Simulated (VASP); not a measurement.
**Pb: single point with B3LYP5**

Pb:

```
Pb
1.0
     0.00000    2.50759    2.50759
     2.50759    0.00000    2.50759
     2.50759    2.50759    0.00000
Pb
1
Direct
  0.00000 0.00000 0.00000
```

| Property | Result |
| --- | --- |
| Program | VASP 6.6.1 |
| Task | single point |
| Functional | B3LYP5 |
| Potentials or basis | VASP PAW PBE potentials, release 64 (Pb_d) |
| Cutoff | 520 eV |
| k mesh | 5 × 5 × 5 |
| Occupations | fermi-dirac, width 0.05 eV |
| Spin | no spin polarisation |

* Pressure: 1.8 GPa
* Band gap on the k mesh: zero (bands 7 and 8 overlap by 8.64 eV)

Levels at points of the mesh, in eV from the Fermi level:
```csv
k point,band 4,band 5,band 6,band 7,band 8,band 9,band 10,band 11
"(0.00, 0.00, 0.00)",-18.48,-18.48,-12.59,8.20,8.20,8.20,11.22,12.52
```

It took 5 min on 1 thread of Intel(R) Xeon(R) Platinum 8488C (Sapphire Rapids), on a shared host, peak memory 0.17 GiB.

Caveat: the k points lie up to 0.43 Å⁻¹ apart, too coarse for converged energies and pressures of a metal; the PAW data sets were made with another functional, which shifts forces and pressure a little; spin-orbit coupling is left out, which moves the levels of the heavy elements.
